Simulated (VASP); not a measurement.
NaH:

```
Na H
1.0
     2.82734    0.00000    0.00000
    -1.41367    2.44855    0.00000
     0.00000    0.00000   10.83520
Na H
4 4
Direct
  0.66667 0.33333 0.87715
  0.33333 0.66667 0.12285
  0.33333 0.66667 0.37715
  0.66667 0.33333 0.62285
  0.00000 0.00000 0.00000
  0.00000 0.00000 0.50000
  0.66667 0.33333 0.25000
  0.33333 0.66667 0.75000
```

| Property | Result |
| --- | --- |
| Program | VASP 6.6.1 |
| Task | relaxation of cell and atoms |
| Functional | PBE |
| Potentials or basis | VASP PAW PBE potentials, release 64 (Na_pv, H) |
| Cutoff | 500 eV |
| k mesh | 6 × 6 × 2 |
| Occupations | gaussian, width 0.1 eV |
| Spin | no spin polarisation |

At the start: pressure 20.0 GPa; volume 9.38 Å³/atom.

Question: How do energy, volume and symmetry change on relaxing?

Answer: Over 9 steps the energy falls by 230.7 meV/atom and the volume is 13.91 Å³/atom (+48.3 %); space group P6_3/mmc (No. 194, to 0.05 Å).

Step by step:
```csv
step,energy change (eV),largest force (eV/Å),pressure (GPa),volume (Å³)
1,0.0000,0.1141,20.04,75.01
2,-1.2312,0.0086,8.57,88.46
3,-1.7603,0.0654,1.59,104.64
4,-1.8037,0.0832,0.03,110.72
5,-1.8054,0.0877,-0.34,112.39
6,-1.8288,0.0751,-0.24,112.06
7,-1.8450,0.0535,-0.06,111.43
8,-1.8450,0.0526,-0.06,111.41
9,-1.8458,0.0254,-0.02,111.26
```

Final structure:
```
Na H
1.0
     3.35154    0.00000    0.00000
    -1.67577    2.90252    0.00000
     0.00000    0.00000   11.43763
Na H
4 4
Direct
  0.66667 0.33333 0.87760
  0.33333 0.66667 0.12240
  0.33333 0.66667 0.37760
  0.66667 0.33333 0.62240
  0.00000 0.00000 0.00000
  0.00000 0.00000 0.50000
  0.66667 0.33333 0.25000
  0.33333 0.66667 0.75000
```

Caveat: the k points lie up to 0.36 Å⁻¹ apart in the final cell; the volume moved by over 15 % at a fixed basis, so the end points are rough.
